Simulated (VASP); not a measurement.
A run of VASP 6.6.1 is set up as follows.

Contents of POSCAR:

```
HgTe
1.0
    0.0000000000      3.3537077300      3.3537077300
    3.3537077300      0.0000000000      3.3537077300
    3.3537077300      3.3537077300      0.0000000000
Hg Te
1 1
Direct
    0.0000000000      0.0000000000      0.0000000000
    0.2500000000      0.2500000000      0.2500000000
```

Contents of INCAR.step1:

```
SYSTEM = HgTe
ALGO = Normal ; EDIFF = 1E-5
ENCUT = 550 ; GGA = PE
GGA_COMPAT = .False. ; ISMEAR = -1
LASPH = .True. ; LCHARG = .False.
LREAL = .False. ; LWAVE = .True.
NBANDS = 16 ; NELM = 120
PREC = Accurate ; SIGMA = 0.02
```

Contents of INCAR.step2:

```
SYSTEM = HgTe
ALGO = Normal ; EDIFF = 1E-6
ENCUT = 550 ; GGA_COMPAT = .False.
ISIF = 2 ; ISMEAR = -1
ISTART = 1 ; LASPH = .True.
LCHARG = .False. ; LMIXTAU = .True.
LREAL = .False. ; LWAVE = .False.
METAGGA = R2SCAN ; NBANDS = 16
NELM = 120 ; PREC = Accurate
SIGMA = 0.02
```

KPOINTS

```
k-points
0
Gamma
  6 6 6
  0 0 0
```

Potentials or basis: VASP PAW PBE potentials, release 64 (Hg, Te).

Launch:

```bash
$ cat potpaw_PBE.64/Hg/POTCAR potpaw_PBE.64/Te/POTCAR > POTCAR
$ cp INCAR.step1 INCAR
$ mpirun -np 1 vasp_std > vasp.out
$ cp INCAR.step2 INCAR
$ mpirun -np 1 vasp_std > vasp.out
```

Question: Estimate the band gap on the k mesh.

Answer: Zero (filled and empty bands touch).

Question: Predict the pressure.

Answer: -2.0 GPa.

Caveat: semilocal functionals underestimate gaps, so a narrow gap can read as zero; the PAW data sets were made with another functional, which shifts forces and pressure a little; spin-orbit coupling is left out, which moves the levels of the heavy elements.
